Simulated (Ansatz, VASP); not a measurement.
## One calculation of NbCd3, two programs

```
Nb Cd
1.0
     4.21500    0.00000    0.00000
     0.00000    4.21500    0.00000
     0.00000    0.00000    4.17285
Nb Cd
1 3
Direct
  0.00000 0.00000 0.00000
  0.00000 0.50000 0.50000
  0.50000 0.00000 0.50000
  0.50000 0.50000 0.00000
```

Change from the starting cell: zz strain of -1 %.

Alike in both runs: task single point; functional LDA; k mesh 9 × 9 × 9; occupations fermi-dirac, width 0.08 eV; no spin polarisation.

|  | VASP | Ansatz |
| --- | --- | --- |
| version | VASP 6.6.1 | Ansatz 0.2.0 |
| potentials or method | VASP PAW LDA potentials, release 64 (Nb_sv, Cd), cutoff 520 eV | all-electron LAPW, scalar-relativistic |

VASP gave:

* pressure (GPa): -0.5
* traceless stress, the component that is largest in VASP (GPa): 0.50

Question: What did Ansatz give for the same quantities?

Answer: Pressure (GPa): -1.4; traceless stress, the component that is largest in VASP (GPa): 0.49.

LDA's correlation is that of Perdew and Zunger in VASP and of Perdew and Wang (1992) in Ansatz. Ansatz ran all-electron here, and VASP with PAW potentials.
